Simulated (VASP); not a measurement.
# HC64 (a cell with a defect) in VASP: a series of runs

The runs below take HC64 (a cell with a defect) through single point, with PBEsol.

Program: VASP 6.6.1. These are calculated values, not measurements. Logs are shortened: lines on timing, memory, paths and dates and some standing lists are left out, and cuts for length are marked.

### 1 The cell of the first run

The cell holds a defect, 65 atoms: a = 7.108 Å, b = 7.108 Å, c = 7.108 Å, α = 90.00°, β = 90.00°, γ = 90.00°.

### 2 Single point, PBEsol

INCAR

```
SYSTEM = HC64
PREC = Accurate
ENCUT = 520
EDIFF = 1E-6
ISMEAR = -1
SIGMA = 0.05
LREAL = Auto
LASPH = .TRUE.
NELM = 100
ALGO = Normal
ISIF = 2
LWAVE = .FALSE.
LCHARG = .FALSE.
GGA = PS
NBANDS = 166
NELECT = 258.0
ISYM = 0
```

KPOINTS

```
Automatic mesh
0
Gamma
  1 1 1
  0.25 0.25 0.25
```

POSCAR

```
HC64
1.0
    7.1076060000      0.0000000000      0.0000000000
    0.0000000000      7.1076060000      0.0000000000
    0.0000000000      0.0000000000      7.1076060000
C H
64 1
Direct
    0.9997490000      0.0001550000      0.0005900000
    0.9995160000      0.9999370000      0.5007390000
    0.9995110000      0.5003040000      0.0003570000
    0.9976200000      0.5000210000      0.5004530000
    0.4998930000      0.9999250000      0.0003570000
    0.4996060000      0.9980180000      0.5004530000
    0.4996030000      0.5000190000      0.9984600000
    0.4995030000      0.4999490000      0.5003750000
    0.1252470000      0.1256460000      0.1260820000
    0.1229830000      0.1234050000      0.6291470000
    0.1229950000      0.6287080000      0.1238410000
    0.1244620000      0.6251410000      0.6255750000
    0.6282950000      0.1233960000      0.1238220000
    0.6247240000      0.1248700000      0.6255660000
    0.6247260000      0.6251360000      0.1253070000
    0.6256230000      0.6260590000      0.6264890000
    0.2496920000      0.2500950000      0.9994680000
    0.2530960000      0.2535410000      0.4970290000
    0.2488150000      0.7502060000      0.0005240000
    0.2492190000      0.7510620000      0.5000530000
    0.7497910000      0.2492250000      0.0005180000
    0.7506580000      0.2496350000      0.5000380000
    0.7494630000      0.7498800000      0.0003430000
    0.7497150000      0.7501440000      0.5000200000
    0.3752890000      0.3757030000      0.1214300000
    0.3748860000      0.3753300000      0.6295940000
    0.3748020000      0.8753040000      0.1252650000
    0.3745600000      0.8751710000      0.6260160000
    0.8748910000      0.3752130000      0.1252600000
    0.8747650000      0.3749750000      0.6260080000
    0.8748020000      0.8752070000      0.1260270000
    0.8747070000      0.8751260000      0.6249800000
    0.2496930000      0.9990320000      0.2505270000
    0.2488130000      0.0000970000      0.7506360000
    0.2530200000      0.4966860000      0.2538870000
    0.2492170000      0.4996220000      0.7514880000
    0.7497960000      0.0000850000      0.2496560000
    0.7494610000      0.9999050000      0.7503090000
    0.7506560000      0.4996110000      0.2500660000
    0.7497220000      0.4995890000      0.7505750000
    0.3753060000      0.1209760000      0.3761230000
    0.3748000000      0.1248300000      0.8757350000
    0.3748750000      0.6291510000      0.3757440000
    0.3745590000      0.6255810000      0.8756030000
    0.8749040000      0.1248290000      0.3756450000
    0.8747990000      0.1255940000      0.8756380000
    0.8747570000      0.6255740000      0.3754070000
    0.8747080000      0.6245470000      0.8755560000
    0.9986290000      0.2501000000      0.2505330000
    0.9996800000      0.2492260000      0.7506290000
    0.9996780000      0.7502010000      0.2496630000
    0.9994920000      0.7498810000      0.7503170000
    0.4962470000      0.2534470000      0.2538780000
    0.4991890000      0.2496390000      0.7514960000
    0.4991910000      0.7510630000      0.2500740000
    0.4991580000      0.7501410000      0.7505740000
    0.1205790000      0.3757320000      0.3761370000
    0.1244120000      0.3752180000      0.8757290000
    0.1244180000      0.8753090000      0.3756470000
    0.1251830000      0.8752120000      0.8756480000
    0.6287430000      0.3752990000      0.3757300000
    0.6251570000      0.3749780000      0.8756060000
    0.6251620000      0.8751680000      0.3754120000
    0.6241260000      0.8751260000      0.8755550000
    0.3703400000      0.3708050000      0.3713310000
```

Potentials or basis: VASP PAW PBE potentials, release 64 (C, H).

Started as:

```
cat potpaw_PBE.64/C/POTCAR potpaw_PBE.64/H/POTCAR > POTCAR
mpirun -np 1 vasp_std > vasp.out
```

OUTCAR:

```text
SYSTEM = HC64
   PREC = Accurate
   ENCUT = 520
   EDIFF = 1E-6
   ISMEAR = -1
   LREAL = Auto
   LASPH = .TRUE.
   NELM = 100
   ISIF = 2
   GGA = PS
   NELECT = 258.0
   ISYM = 0

 ion  position               nearest neighbor table
   1  1.000  0.000  0.001-  60 1.54  31 1.54  46 1.54   9 1.54
   2  1.000  1.000  0.501-  32 1.53  45 1.54  59 1.54  10 1.54
   3  1.000  0.500  0.000-  48 1.53  29 1.54  58 1.54  11 1.54
   4  0.998  0.500  0.500-  57 1.52  30 1.53  47 1.53  12 1.55
   5  0.500  1.000  0.000-  64 1.53  27 1.54  42 1.54  13 1.54
   6  0.500  0.998  0.500-  41 1.52  63 1.53  28 1.53  14 1.55
[... 9 lines left out ...]
  16  0.626  0.626  0.626-  56 1.54  24 1.54  40 1.54   8 1.55
  17  0.250  0.250  0.999-  25 1.53  42 1.54  58 1.54   9 1.54
  18  0.253  0.254  0.497-  65 1.48  57 1.54  41 1.54  26 1.54  10 1.61
  19  0.249  0.750  0.001-  11 1.52  60 1.53  44 1.54  27 1.54
  20  0.249  0.751  0.500-  43 1.53  59 1.53  28 1.54  12 1.54
  21  0.750  0.249  0.001-  13 1.52  46 1.53  62 1.54  29 1.54
  22  0.751  0.250  0.500-  61 1.53  45 1.53  30 1.54  14 1.54
  23  0.749  0.750  0.000-  15 1.54  48 1.54  64 1.54  31 1.54
  24  0.750  0.750  0.500-  63 1.54  47 1.54  16 1.54  32 1.54
[... 38 lines left out ...]
  63  0.625  0.875  0.375-   6 1.53  24 1.54  37 1.54  55 1.54
  64  0.624  0.875  0.876-   5 1.53  56 1.54  38 1.54  23 1.54
  65  0.370  0.371  0.371-  18 1.48

IMPORTANT INFORMATION: All symmetrisations will be switched off!
NOSYMM: (Re-)initialisation of all symmetry stuff for point group C_1.

----------------------------------------------------------------------------------------

                                     Primitive cell

  volume of cell :     359.0625

  direct lattice vectors                    reciprocal lattice vectors
     7.107606000  0.000000000  0.000000000     0.140694349  0.000000000  0.000000000
     0.000000000  7.107606000  0.000000000     0.000000000  0.140694349  0.000000000
     0.000000000  0.000000000  7.107606000     0.000000000  0.000000000  0.140694349

  length of vectors
     7.107606000  7.107606000  7.107606000     0.140694349  0.140694349  0.140694349

  position of ions in fractional coordinates (direct lattice)
     0.999749000  0.000155000  0.000590000
     0.999516000  0.999937000  0.500739000
     0.999511000  0.500304000  0.000357000
     0.997620000  0.500021000  0.500453000
     0.499893000  0.999925000  0.000357000
     0.499606000  0.998018000  0.500453000
[... 57 lines left out ...]
     0.624126000  0.875126000  0.875555000
     0.370340000  0.370805000  0.371331000

  ion indices of the primitive-cell ions
   primitive index   ion index
                 1           1
                 2           2
                 3           3
                 4           4
                 5           5
                 6           6
[... 57 lines left out ...]
                64          64
                65          65

----------------------------------------------------------------------------------------

 KPOINTS: Automatic mesh

Automatic generation of k-mesh.
 Grid dimensions read from file:
 generate k-points for:    1    1    1

 Generating k-lattice:

  Cartesian coordinates                     Fractional coordinates (reciprocal lattice)
     0.140694349  0.000000000  0.000000000     1.000000000  0.000000000  0.000000000
     0.000000000  0.140694349  0.000000000     0.000000000  1.000000000  0.000000000
     0.000000000  0.000000000  0.140694349     0.000000000  0.000000000  1.000000000

  Length of vectors
     0.140694349  0.140694349  0.140694349

  Shift w.r.t. Gamma in fractional coordinates (k-lattice)
     0.250000000  0.250000000  0.250000000

 Subroutine IBZKPT returns following result:
 ===========================================

 Found      4 irreducible k-points:

 Following reciprocal coordinates:
            Coordinates               Weight
  0.250000  0.250000  0.250000      2.000000
 -0.250000  0.250000  0.250000      2.000000
 -0.250000 -0.250000  0.250000      2.000000
  0.250000 -0.250000  0.250000      2.000000
   k-points           NKPTS =      4   k-points in BZ     NKDIM =      4   number of bands    NBANDS=    166
   number of dos      NEDOS =    301   number of ions     NIONS =     65
   total plane-waves  NPLWV = 157464
   dimension x,y,z NGX =    54 NGY =   54 NGZ =   54
   dimension x,y,z NGXF=   108 NGYF=  108 NGZF=  108
   ions per type =              64   1
   NGX,Y,Z   is equivalent  to a cutoff of  12.63, 12.63, 12.63 a.u.
   NGXF,Y,Z  is equivalent  to a cutoff of  25.26, 25.26, 25.26 a.u.
 SYSTEM =  HC64
   PREC   = accura    normal or accurate (medium, high low for compatibility)
   ISTART =      0    job   : 0-new  1-cont  2-samecut
   ICHARG =      2    charge: 1-file 2-atom 10-const
   ISPIN  =      1    spin polarized calculation?
   LNONCOLLINEAR =      F non collinear calculations
   LSORBIT =      F    spin-orbit coupling
   LASPH  =      T    aspherical Exc in radial PAW
   ENCUT  =  520.0 eV  38.22 Ry    6.18 a.u.  13.22 13.22 13.22*2*pi/ulx,y,z
   NELM   =    100;   NELMIN=  2; NELMDL= -5     # of ELM steps
   EDIFF  = 0.1E-05   stopping-criterion for ELM
   LREAL  =      T    real-space projection
   EDIFFG = 0.1E-04   stopping-criterion for IOM
   NSW    =      0    number of steps for IOM
   IBRION =     -1    ionic relax: 0-MD 1-quasi-New 2-CG
   NFREE  =      0    steps in history (QN), initial steepest desc. (CG)
   ISIF   =      2    stress and relaxation
   ISYM   =      0    0-nonsym 1-usesym 2-fastsym
   POTIM  = 0.5000    time-step for ionic-motion
   TEBEG  =    0.0;   TEEND  =   0.0 temperature during run
   PSTRESS=    0.0 pullay stress
   NELECT =     258.0000    total number of electrons
   NUPDOWN=      -1.0000    fix difference up-down
   EMIN   =  10.00;   EMAX   =-10.00  energy-range for DOS
   EFERMI =   0.00;   METHOD = LEGACY
   ISMEAR =    -1;   SIGMA  =   0.05  broadening in eV -4-tet -1-fermi 0-gaus
   EFERMI_NEDOS =   21; number of points for ismear=-14 and -15
   IALGO  =     38    algorithm
   IMIX   =      4    mixing-type and parameters
     AMIX     =   0.40;   BMIX     =  1.00
     AMIX_MAG =   1.60;   BMIX_MAG =  1.00
  volume/ion in A,a.u.               =       5.52        37.28
  Fermi-wavevector in a.u.,A,eV,Ry     =   1.466306  2.770917 29.253266  2.150054
  Thomas-Fermi vector in A             =   2.582060
   LORBIT       =      0    0 simple, 1 ext, 2 COOP (PROOUT), +10 PAW based schemes
   GGA     = PS    functional components
   LHFCALC =     F    Hartree Fock is set to
   AEXX    =    0.0000 exact exchange contribution
   IVDW    =     0    specifies the selected vdW correction
   LEPSILON=     F    determine dielectric tensor
   LRPA    =     F    only Hartree local field effects (RPA)
 non-spin polarized calculation
  energy-cutoff  :      520.00
  volume of cell :      359.06
 maximum number of plane-waves:      9651
 NGX is ok and might be reduce to    54
   NGX = 27   NGY = 27   NGZ = 27

 number of electron     258.0000005 magnetization

 Free energy of the ion-electron system (eV)
  ---------------------------------------------------
  ext. energy  EPLUGINS =         0.00000000
  ---------------------------------------------------
  free energy    TOTEN  =      -600.22690932 eV

  energy without entropy =     -600.22690917  energy(sigma->0) =     -600.22690925

 E-fermi :  13.8229     XC(G=0): -13.5345

 val. band max:       12.9825534658   @ k =  -0.2500  -0.2500   0.2500
 cond. band min:      14.6962985173   @ k =   0.2500   0.2500   0.2500
 fundamental gap:      1.7137450515
 Fermi energy:        13.8229088890

 k-point     1 :       0.2500    0.2500    0.2500
  band No.  band energies     occupation
      1     -11.4067      2.00000
      2     -10.3086      2.00000
      3     -10.2250      2.00000
      4     -10.2246      2.00000
      5      -9.1751      2.00000
      6      -9.0878      2.00000
[... 133 lines left out ...]
    140      16.3026      0.00000
    141      16.6105      0.00000

 k-point     2 :      -0.2500    0.2500    0.2500
  band No.  band energies     occupation
      1     -11.4070      2.00000
      2     -10.2984      2.00000
      3     -10.2352      2.00000
      4     -10.2245      2.00000
      5      -9.1664      2.00000
      6      -9.0997      2.00000
[... 133 lines left out ...]
    140      16.3132      0.00000
    141      16.6141      0.00000

 k-point     3 :      -0.2500   -0.2500    0.2500
  band No.  band energies     occupation
      1     -11.4070      2.00000
      2     -10.2980      2.00000
      3     -10.2352      2.00000
      4     -10.2249      2.00000
      5      -9.1661      2.00000
      6      -9.0998      2.00000
[... 133 lines left out ...]
    140      16.3134      0.00000
    141      16.6139      0.00000

 k-point     4 :       0.2500   -0.2500    0.2500
  band No.  band energies     occupation
      1     -11.4070      2.00000
      2     -10.2983      2.00000
      3     -10.2352      2.00000
      4     -10.2246      2.00000
      5      -9.1664      2.00000
      6      -9.0997      2.00000
[... 133 lines left out ...]
    140      16.3130      0.00000
    141      16.6141      0.00000
 [bands above 141 left out]

------------------------ aborting loop because EDIFF is reached ----------------------------------------

  FORCE on cell =-STRESS in cart. coord.  units (eV):
  Direction    XX          YY          ZZ          XY          YZ          ZX
  --------------------------------------------------------------------------------------
  -------------------------------------------------------------------------------------
  Total       26.8061262     26.8200238     26.8213146     -0.6426621     -0.6132220     -0.6439888
  in kB      119.6119592    119.6739719    119.6797315     -2.8676307     -2.7362655     -2.8735505
  external PRESSURE =     119.6552209 kB  Pullay stress =       0.0000000 kB

 VOLUME and BASIS-vectors are now :
 -----------------------------------------------------------------------------
  energy-cutoff  :      520.00
  volume of cell :      359.06
      direct lattice vectors                 reciprocal lattice vectors
     7.107606000  0.000000000  0.000000000     0.140694349  0.000000000  0.000000000
     0.000000000  7.107606000  0.000000000     0.000000000  0.140694349  0.000000000
     0.000000000  0.000000000  7.107606000     0.000000000  0.000000000  0.140694349

 POSITION                                       TOTAL-FORCE (eV/Angst)
 -----------------------------------------------------------------------------------
      7.10582      0.00110      0.00419         0.063803      0.059335      0.054154
      7.10417      7.10716      3.55906         0.110847      0.104823      0.166332
      7.10413      3.55596      0.00254         0.112040      0.170176      0.101868
      7.09069      3.55395      3.55702         0.182996      0.055502      0.053657
      3.55304      7.10707      0.00254         0.173763      0.104928      0.106632
      3.55100      7.09352      3.55702         0.053490      0.190435      0.051189
[... 57 lines left out ...]
      4.43604      6.22005      6.22310        -0.059761     -0.076866     -0.075072
      2.63223      2.63554      2.63927         0.227073      0.221685      0.222228
 -----------------------------------------------------------------------------------
    total drift:                                0.047161      0.010390     -0.000291

  FREE ENERGIE OF THE ION-ELECTRON SYSTEM (eV)
  ---------------------------------------------------
  free  energy   TOTEN  =      -600.2269093233 eV

  energy  without entropy=     -600.2269091694  energy(sigma->0) =     -600.22690925
```

Wall time 5.7 min (1 thread of Intel Xeon Platinum 8488C (Sapphire Rapids), shared host); peak memory 0.45 GiB.

What came out:

| Property | Result |
| --- | --- |
| Free energy | -600.2269 eV |
| Largest force | 0.512 eV/Å |

Forces in eV/Å, atoms in the order of the input:
```
C    0.064  0.059  0.054
C    0.111  0.105  0.166
C    0.112  0.170  0.102
C    0.183  0.056  0.054
C    0.174  0.105  0.107
C    0.053  0.190  0.051
C    0.061  0.055  0.195
C   -0.117 -0.126 -0.133
C   -0.132 -0.128 -0.135
C   -0.115 -0.117 -0.479
C   -0.116 -0.484 -0.116
C   -0.040 -0.072 -0.075
C   -0.488 -0.109 -0.111
C   -0.072 -0.038 -0.074
C   -0.073 -0.074 -0.039
C    0.151  0.147  0.139
C    0.120  0.127 -0.005
C   -0.001 -0.014  0.190
C    0.178  0.116 -0.025
C    0.097  0.087  0.148
C    0.111  0.176 -0.026
C    0.082  0.098  0.149
C    0.056  0.057  0.053
C    0.009  0.007  0.150
C   -0.185 -0.186 -0.234
C    0.069  0.058 -0.179
C   -0.096 -0.023 -0.069
C   -0.129 -0.076 -0.073
C   -0.020 -0.100 -0.070
C   -0.077 -0.130 -0.073
C   -0.043 -0.043 -0.054
C   -0.080 -0.085 -0.054
C    0.121 -0.007  0.130
C    0.177 -0.025  0.117
C   -0.007  0.188 -0.015
C    0.097  0.149  0.087
C    0.113 -0.022  0.178
C    0.057  0.061  0.060
C    0.082  0.153  0.100
C    0.007  0.154  0.012
C   -0.185 -0.237 -0.183
C   -0.092 -0.071 -0.019
C    0.068 -0.181  0.063
C   -0.128 -0.069 -0.077
C   -0.020 -0.071 -0.095
C   -0.040 -0.052 -0.042
C   -0.075 -0.067 -0.127
C   -0.079 -0.057 -0.078
C   -0.010  0.127  0.129
C   -0.022  0.177  0.118
C   -0.021  0.116  0.180
C    0.065  0.058  0.060
C    0.195 -0.012 -0.009
C    0.154  0.098  0.082
C    0.154  0.084  0.099
C    0.156  0.011  0.015
C   -0.244 -0.186 -0.183
C   -0.073 -0.092 -0.014
C   -0.074 -0.014 -0.091
C   -0.056 -0.038 -0.040
C   -0.190  0.064  0.065
C   -0.071 -0.127 -0.073
C   -0.072 -0.072 -0.127
C   -0.060 -0.077 -0.075
H    0.227  0.222  0.222
```

Levels at points of the mesh, in eV from the Fermi level:
```csv
k point,band 125,band 126,band 127,band 128,band 129,band 130,band 131,band 132,band 133,band 134
"(0.25, 0.25, 0.25)",-5.76,-5.75,-4.60,-4.60,-0.89,0.87,0.87,1.01,1.17,1.17
```

Caveat: the k points lie up to 0.88 Å⁻¹ apart; the cell carries a net charge on a neutralising background, which shifts energy and pressure; the cell is charged against a uniform background, so pressure and absolute levels hang on convention; the PAW data sets were made with another functional, which shifts forces and pressure a little.

(Part 1 of 2 ends here.)
